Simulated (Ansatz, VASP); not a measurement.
ZnSe: VASP beside Ansatz

```
Zn Se
1.0
     0.00000    2.83242    2.86074
     2.83242    0.00000    2.86074
     2.83242    2.83242    0.00000
Zn Se
1 1
Direct
  0.00000 0.00000 0.00000
  0.25000 0.25000 0.25000
```

Change from the starting cell: uniaxial_z strain +1.0%.

Alike in both runs: task single point; functional HSE06; k mesh 6 × 6 × 6; no spin polarisation.

```csv
,VASP,Ansatz
version,VASP 6.6.1,Ansatz 0.2.0
potentials or method,"VASP PAW PBE potentials, release 64 (Zn, Se)","plane waves, PAW"
plane-wave cutoff (eV),520,420
occupations,"gaussian, width 0.01 eV",fixed
valence electrons in the cell,18,28
```

|  | VASP | Ansatz | Ansatz less VASP |
| --- | --- | --- | --- |
| gap on the k mesh at the Fermi level (eV) | 2.35 | 2.36 | +0.011 |
| pressure (GPa) | 0.6 | 0.6 | -0.01 |
| traceless stress, the component that is largest in VASP (GPa) | -0.25 | -0.25 | +0.002 |

VASP's potentials hold 18 valence electrons a cell and Ansatz's 28, so a difference there can come from the potentials and not from the codes. Ansatz's warnings: stress exchange threshold loose, stress scf threshold loose.
